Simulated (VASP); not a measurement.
Here is a VASP 6.6.1 calculation.

INCAR

```
PREC = Accurate
ENCUT = 520
EDIFF = 1E-6
ISMEAR = 0
SIGMA = 0.02
LREAL = False
LASPH = True
NELM = 100
ALGO = Normal
ISIF = 2
LWAVE = False
LCHARG = True
GGA = PS
LELF = True
LVHAR = True
NBANDS = 16
```

KPOINTS

```
regular mesh
0
Gamma
  12 12 6
```

The input POSCAR:

```
MgO
1.0
    3.3150785077      0.0000000000      0.0000000000
   -1.6575392538      2.8709422032      0.0000000000
    0.0000000000      0.0000000000      5.1182377532
Mg O
2 2
Direct
    0.3333333333      0.6666666667      0.0061939067
    0.6666666667      0.3333333333      0.5061939067
    0.3333333333      0.6666666667      0.3984060833
    0.6666666667      0.3333333333      0.8984060833
```

Potentials or basis: VASP PAW PBE potentials, release 64 (Mg, O).

Launch:

```bash
$ cat potpaw_PBE.64/Mg/POTCAR potpaw_PBE.64/O/POTCAR > POTCAR
$ mpirun -np 1 vasp_std > vasp.out
```

(1) Predict the largest force.

(2) Estimate the band gap on the k mesh.

(3) Estimate the pressure.

Results:

(1) 0.005 eV/Å.

(2) 3.28 eV.

(3) -3.1 GPa.

Caveat: the cell stands under tension; the PAW data sets were made with another functional, which shifts forces and pressure a little.
